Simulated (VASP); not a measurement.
Here is a VASP 6.6.1 calculation.

INCAR

```
SYSTEM = Nb
PREC = Accurate
ENCUT = 500
EDIFF = 1E-6
ISMEAR = 0
SIGMA = 0.1
LREAL = .False.
LASPH = .True.
NELM = 120
ALGO = Normal
ISIF = 2
LWAVE = .False.
LCHARG = .False.
GGA = PE
NBANDS = 12
GGA_COMPAT = .False.
```

The input KPOINTS:

```
regular mesh
0
Gamma
  4 4 4
  0 0 0
```

The input POSCAR:

```
Nb
1.0
   -1.6588161896      1.6588161896      1.6588161896
    1.6588161896     -1.6588161896      1.6588161896
    1.6588161896      1.6588161896     -1.6588161896
Nb
1
Direct
    0.0000000000      0.0000000000      0.0000000000
```

Potentials or basis: VASP PAW PBE potentials, release 64 (Nb_sv).

Run with:

```console
$ cat potpaw_PBE.64/Nb_sv/POTCAR > POTCAR
$ mpirun -np 1 vasp_std > vasp.out
```

Predict the pressure.

2.1 GPa.

Caveat: the k points lie up to 0.67 Å⁻¹ apart.
